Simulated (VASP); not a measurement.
# Cr in VASP: single point with PBE

Aim: the single point of Cr with PBE.

Program: VASP 6.6.1. These are calculated values, not measurements. Logs are shortened: lines on timing, memory, paths and dates and some standing lists are left out, and cuts for length are marked.

**1. The cell of the first run**

The cell holds a slab with vacuum, 5 atoms: a = 4.028 Å, b = 4.028 Å, c = 16.289 Å, α = 90.00°, β = 90.00°, γ = 120.00°.

**2. Single point, PBE, collinear spin, ferromagnetic start**

INCAR

```
SYSTEM = Cr
PREC     = Accurate       ! precision mode
ENCUT    = 520            ! plane-wave cutoff, eV
EDIFF    = 1E-6           ! SCF threshold, eV
ISMEAR   = -1             ! smearing method
SIGMA    = 0.08           ! smearing width, eV
LREAL    = .False.        ! projectors in reciprocal space
LASPH    = .True.         ! aspherical terms in the spheres
NELM     = 150            ! most SCF steps
ALGO     = Normal         ! electronic algorithm
ISIF     = 2              ! what is computed and relaxed
LWAVE    = .False.        ! write WAVECAR
LCHARG   = .False.        ! write CHGCAR
ISPIN    = 2              ! spin polarisation
MAGMOM   = 2 2 2 2 2      ! initial moments
LORBIT   = 11             ! projections on sites
LMAXMIX  = 4              ! l up to which the mixer works
LDIPOL   = .True.       
IDIPOL   = 3            
DIPOL    = 0.5 0.5 0.500
GGA      = PE             ! functional
NBANDS   = 42             ! bands
```

KPOINTS

```
regular mesh
0
Gamma
  10 10 1
  0 0 0
```

POSCAR

```
Cr
1.0
    4.0283716202      0.0000000000      0.0000000000
   -2.0141858101      3.4886721590      0.0000000000
    0.0000000000      0.0000000000     16.2892000000
Cr
5
Direct
    0.8333333333      0.1666666667      0.4028524023
    0.1666666667      0.8333333333      0.4548322245
    0.5000000000      0.5000000000      0.5000008967
    0.8333333333      0.1666666667      0.5451671621
    0.1666666667      0.8333333333      0.5971473145
```

Potentials or basis: VASP PAW PBE potentials, release 64 (Cr_pv).

On the command line:

```bash
> cat potpaw_PBE.64/Cr_pv/POTCAR > POTCAR
> mpirun -np 1 vasp_std > vasp.out
```

OUTCAR:

```text
SYSTEM = Cr
   PREC = Accurate
   ENCUT = 520
   EDIFF = 1E-6
   ISMEAR = -1
   LREAL = .False.
   LASPH = .True.
   NELM = 150
   ISIF = 2
   ISPIN = 2
   LORBIT = 11
   GGA = PE

 ion  position               nearest neighbor table
   1  0.833  0.167  0.403-   4 2.32   2 2.48   2 2.48   2 2.48   3 2.81   3 2.81   3 2.81
   2  0.167  0.833  0.455-   5 2.32   3 2.44   3 2.44   3 2.44   1 2.48   1 2.48   1 2.48   4 2.75
                             4 2.75   4 2.75
   3  0.500  0.500  0.500-   4 2.44   4 2.44   4 2.44   2 2.44   2 2.44   2 2.44   5 2.81   5 2.81
                             5 2.81   1 2.81   1 2.81   1 2.81
   4  0.833  0.167  0.545-   1 2.32   3 2.44   3 2.44   3 2.44   5 2.48   5 2.48   5 2.48   2 2.75
                             2 2.75   2 2.75
   5  0.167  0.833  0.597-   2 2.32   4 2.48   4 2.48   4 2.48   3 2.81   3 2.81   3 2.81

  LATTYP: Found a hexagonal cell.
 ALAT       =     4.0283716202
 C/A-ratio  =     4.0436189944

  Lattice vectors:

 A1 = (   4.0283716202,   0.0000000000,   0.0000000000)
 A2 = (  -2.0141858101,   3.4886721590,   0.0000000000)
 A3 = (   0.0000000000,   0.0000000000,  16.2892000000)

Analysis of symmetry for initial positions (statically):
=====================================================================
 Subroutine PRICEL returns:
 Original cell was already a primitive cell.

 Routine SETGRP: Setting up the symmetry group for a
 hexagonal supercell.

 Subroutine GETGRP returns: Found 12 space group operations
 (whereof  4 operations were pure point group operations)
 out of a pool of 24 trial point group operations.

The static configuration has the point symmetry C_2h.
 The point group associated with its full space group is D_3d.

Analysis of symmetry for dynamics (positions and initial velocities):
=====================================================================
 Subroutine PRICEL returns:
 Original cell was already a primitive cell.

 Routine SETGRP: Setting up the symmetry group for a
 hexagonal supercell.

 Subroutine GETGRP returns: Found 12 space group operations
 (whereof  4 operations were pure point group operations)
 out of a pool of 24 trial point group operations.

The dynamic configuration has the point symmetry C_2h.
 The point group associated with its full space group is D_3d.

Analysis of structural, dynamic, and magnetic symmetry:
=====================================================================
 Subroutine PRICEL returns:
 Original cell was already a primitive cell.

 Routine SETGRP: Setting up the symmetry group for a
 hexagonal supercell.

 Subroutine GETGRP returns: Found 12 space group operations
 (whereof  4 operations were pure point group operations)
 out of a pool of 24 trial point group operations.

The overall configuration has the point symmetry C_2h.
 The point group associated with its full space group is D_3d.

 Subroutine INISYM returns: Found 12 space group operations
 (whereof  4 operations are pure point group operations),
 and found     1 'primitive' translations

----------------------------------------------------------------------------------------

                                     Primitive cell

  volume of cell :     228.9230

  direct lattice vectors                    reciprocal lattice vectors
     4.028371620  0.000000000  0.000000000     0.248239262  0.143321005  0.000000000
    -2.014185810  3.488672159  0.000000000     0.000000000  0.286642010  0.000000000
     0.000000000  0.000000000 16.289200000     0.000000000  0.000000000  0.061390369

  length of vectors
     4.028371620  4.028371620 16.289200000     0.286642010  0.286642010  0.061390369

  position of ions in fractional coordinates (direct lattice)
     0.833333333  0.166666667  0.402852402
     0.166666667  0.833333333  0.454832225
     0.500000000  0.500000000  0.500000897
     0.833333333  0.166666667  0.545167162
     0.166666667  0.833333333  0.597147314

  ion indices of the primitive-cell ions
   primitive index   ion index
                 1           1
                 2           2
                 3           3
                 4           4
                 5           5

[... 44 lines left out ...]
   total plane-waves  NPLWV = 113400
   dimension x,y,z NGX =    30 NGY =   30 NGZ =  126
   dimension x,y,z NGXF=    60 NGYF=   60 NGZF=  252
   ions per type =               5
   NGX,Y,Z   is equivalent  to a cutoff of  12.38, 12.38, 12.86 a.u.
   NGXF,Y,Z  is equivalent  to a cutoff of  24.76, 24.76, 25.72 a.u.
 SYSTEM =  Cr
   PREC   = accura    normal or accurate (medium, high low for compatibility)
   ISTART =      0    job   : 0-new  1-cont  2-samecut
   ICHARG =      2    charge: 1-file 2-atom 10-const
   ISPIN  =      2    spin polarized calculation?
   LNONCOLLINEAR =      F non collinear calculations
   LSORBIT =      F    spin-orbit coupling
   LASPH  =      T    aspherical Exc in radial PAW
   ENCUT  =  520.0 eV  38.22 Ry    6.18 a.u.   7.49  7.49 30.29*2*pi/ulx,y,z
   NELM   =    150;   NELMIN=  2; NELMDL= -5     # of ELM steps
   EDIFF  = 0.1E-05   stopping-criterion for ELM
   LREAL  =      F    real-space projection
   EDIFFG = 0.1E-04   stopping-criterion for IOM
   NSW    =      0    number of steps for IOM
   IBRION =     -1    ionic relax: 0-MD 1-quasi-New 2-CG
   NFREE  =      0    steps in history (QN), initial steepest desc. (CG)
   ISIF   =      2    stress and relaxation
   ISYM   =      2    0-nonsym 1-usesym 2-fastsym
   POTIM  = 0.5000    time-step for ionic-motion
   TEBEG  =    0.0;   TEEND  =   0.0 temperature during run
   PSTRESS=    0.0 pullay stress
   NELECT =      60.0000    total number of electrons
   NUPDOWN=      -1.0000    fix difference up-down
   EMIN   =  10.00;   EMAX   =-10.00  energy-range for DOS
   EFERMI =   0.00;   METHOD = LEGACY
   ISMEAR =    -1;   SIGMA  =   0.08  broadening in eV -4-tet -1-fermi 0-gaus
   EFERMI_NEDOS =   21; number of points for ismear=-14 and -15
   IALGO  =     38    algorithm
   IMIX   =      4    mixing-type and parameters
     AMIX     =   0.40;   BMIX     =  1.00
     AMIX_MAG =   1.60;   BMIX_MAG =  1.00
  volume/ion in A,a.u.               =      45.78       308.97
  Fermi-wavevector in a.u.,A,eV,Ry     =   1.047680  1.979829 14.934217  1.097634
  Thomas-Fermi vector in A             =   2.182570
   LORBIT       =     11    0 simple, 1 ext, 2 COOP (PROOUT), +10 PAW based schemes
   GGA     = PE    functional components
   LHFCALC =     F    Hartree Fock is set to
   AEXX    =    0.0000 exact exchange contribution
   IVDW    =     0    specifies the selected vdW correction
   LEPSILON=     F    determine dielectric tensor
   LRPA    =     F    only Hartree local field effects (RPA)
 spin polarized calculation
  energy-cutoff  :      520.00
  volume of cell :      228.92
 maximum number of plane-waves:      6201
 NGX is ok and might be reduce to    30
   NGX = 15   NGY = 15   NGZ = 61

 number of electron      60.0000000 magnetization      10.0000000

 dipolmoment           0.000000      0.000000      0.000000 electrons x Angstroem

 number of electron      60.0000042 magnetization       3.3024571

 dipolmoment           0.000000      0.000000     -0.000000 electrons x Angstroem

 Free energy of the ion-electron system (eV)
  ---------------------------------------------------
  ext. energy  EPLUGINS =         0.00000000
  ---------------------------------------------------
  free energy    TOTEN  =       -41.93376637 eV

  energy without entropy =      -41.82285863  energy(sigma->0) =      -41.87831250

 E-fermi :  -0.0407     XC(G=0):  -4.8598

 val. band max:       -0.0518675457   @ k =   0.2000   0.0000   0.0000
 cond. band min:      -0.0155074469   @ k =   0.4000   0.2000   0.0000
 fundamental gap:      0.0363600988
 Fermi energy:        -0.0406875851

 spin component 1

 k-point     1 :       0.0000    0.0000    0.0000
  band No.  band energies     occupation
      1     -44.0231      1.00000
      2     -44.0187      1.00000
      3     -43.8187      1.00000
      4     -43.8187      1.00000
      5     -43.8113      1.00000
      6     -43.8113      1.00000
[... 619 lines left out ...]
     41       2.1405      0.00000
     42       2.2616      0.00000
 Fermi energy:        -0.0406875851

 spin component 2

 k-point     1 :       0.0000    0.0000    0.0000
  band No.  band energies     occupation
      1     -43.6789      1.00000
      2     -43.6233      1.00000
      3     -43.6233      1.00000
      4     -43.6075      1.00000
      5     -43.5634      1.00000
      6     -43.5634      1.00000
[... 619 lines left out ...]
     41       2.6531      0.00000
     42       2.6539      0.00000

------------------------ aborting loop because EDIFF is reached ----------------------------------------

 vacuum level on the upper side and lower side of the slab       (xc-potential included)         0.028         0.028

  FORCE on cell =-STRESS in cart. coord.  units (eV):
  Direction    XX          YY          ZZ          XY          YZ          ZX
  --------------------------------------------------------------------------------------
  -------------------------------------------------------------------------------------
  Total       -0.5742880     -0.5742880      0.2152664      0.0000000      0.0000000      0.0000000
  in kB       -4.0193039     -4.0193039      1.5065981      0.0000000      0.0000000      0.0000000
  external PRESSURE =      -2.1773366 kB  Pullay stress =       0.0000000 kB

 VOLUME and BASIS-vectors are now :
 -----------------------------------------------------------------------------
  energy-cutoff  :      520.00
  volume of cell :      228.92
      direct lattice vectors                 reciprocal lattice vectors
     4.028371620  0.000000000  0.000000000     0.248239262  0.143321005  0.000000000
    -2.014185810  3.488672159  0.000000000     0.000000000  0.286642010  0.000000000
     0.000000000  0.000000000 16.289200000     0.000000000  0.000000000  0.061390369

 POSITION                                       TOTAL-FORCE (eV/Angst)
 -----------------------------------------------------------------------------------
      3.02128      0.58145      6.56214        -0.000000     -0.000000     -0.056084
     -1.00709      2.90723      7.40885         0.000000     -0.000000     -0.050888
      1.00709      1.74434      8.14461        -0.000000     -0.000000      0.000000
      3.02128      0.58145      8.88034         0.000000      0.000000      0.050888
     -1.00709      2.90723      9.72705        -0.000000      0.000000      0.056084
 -----------------------------------------------------------------------------------
    total drift:                               -0.000001      0.000000     -0.004015

  FREE ENERGIE OF THE ION-ELECTRON SYSTEM (eV)
  ---------------------------------------------------
  free  energy   TOTEN  =       -41.9337663701 eV

  energy  without entropy=      -41.8228586267  energy(sigma->0) =      -41.87831250

 vacuum level on the upper side and lower side of the slab         3.776         3.777

 total charge

# of ion       s       p       d       tot
------------------------------------------
    1        0.394   6.181   4.199  10.773
    2        0.455   6.329   4.274  11.058
    3        0.421   6.323   4.228  10.972
    4        0.455   6.329   4.274  11.058
    5        0.394   6.181   4.199  10.773
--------------------------------------------------
tot          2.118  31.343  21.175  54.636

 magnetization (x)

# of ion       s       p       d       tot
------------------------------------------
    1        0.035   0.014   2.501   2.550
    2       -0.031   0.002  -1.733  -1.762
    3        0.002  -0.014   1.351   1.339
    4       -0.031   0.002  -1.733  -1.762
    5        0.035   0.014   2.501   2.550
--------------------------------------------------
tot          0.010   0.019   2.888   2.917
```

It took 19 min on 1 thread of Oxide Virtual Turin-like, shared host; peak memory 0.46 GiB.

Results:

* Free energy: -41.9338 eV
* Largest force: 0.056 eV/Å
* Net moment: 3.30 μB per cell
* Site moments: Cr +2.55, -1.76, +1.34 (each value once) μB
* Valence electrons inside the program's atomic spheres: Cr 10.77, 11.06, 10.97 (each value once)

Forces in eV/Å, atoms in the order of the input:
```
Cr   0.000  0.000 -0.056
Cr   0.000  0.000 -0.051
Cr   0.000  0.000  0.000
Cr   0.000  0.000  0.051
Cr   0.000  0.000  0.056
```

Levels at points of the mesh, in eV from the Fermi level:
Spin up:
```csv
k point,band 30,band 31,band 32,band 33,band 34,band 35
"(0.00, 0.00, 0.00)",-0.88,0.05,0.35,0.35,0.55,0.55
"(0.50, 0.00, 0.00)",-0.45,-0.37,-0.08,0.05,0.74,1.15
```
Spin down:
```csv
k point,band 25,band 26,band 27,band 28,band 29,band 30,band 31,band 32
"(0.00, 0.00, 0.00)",-1.20,-0.91,-0.75,-0.75,-0.46,-0.46,1.13,1.46
"(0.50, 0.00, 0.00)",-1.19,-1.11,-0.81,-0.74,0.41,0.68,1.16,1.27
```
